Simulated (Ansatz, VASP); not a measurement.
## Al2O3: VASP beside Ansatz

```xyz
10
Lattice="2.4025 1.3871 4.3721 -2.4025 1.3871 4.3721 0.0000 -2.7742 4.3721" Properties=species:S:1:pos:R:3 pbc="T T T"
Al    0.0000    0.0000    1.9399
Al    0.0000    0.0000    4.6182
Al    0.0000    0.0000    8.4981
Al    0.0000    0.0000   11.1763
O     0.9315    1.3871    7.6511
O    -0.7355    1.5002    5.4651
O     0.7355   -1.5002    7.6511
O    -1.6670    0.1131    7.6511
O     1.6670   -0.1131    5.4651
O    -0.9315   -1.3871    5.4651
```

Alike in both runs: task single point; functional PBE; k mesh 6 × 6 × 6; occupations gaussian, width 0.1 eV; no spin polarisation.

|  | VASP | Ansatz |
| --- | --- | --- |
| version | VASP 6.6.1 | Ansatz 0.2.0 |
| potentials or method | VASP PAW PBE potentials, release 64 (Al, O), cutoff 520 eV | scalar-relativistic, plane waves, PAW |
| valence electrons in the cell | 48 | 48 |

|  | VASP | Ansatz | Ansatz less VASP |
| --- | --- | --- | --- |
| gap on the k mesh at the Fermi level (eV) | 5.88 | 5.88 | +0.003 |
| least direct gap on the mesh (eV) | 5.88 | 5.88 | +0.003 |
| pressure (GPa) | 0.3 | 0.5 | +0.16 |
| traceless stress, the component that is largest in VASP (GPa) | -0.07 | -0.05 | +0.024 |
| rms of the force components (eV/Å) | 0.005 | 0.005 | -0.0010 |

Atom by atom the forces differ by 0.001 eV/Å (rms over components).
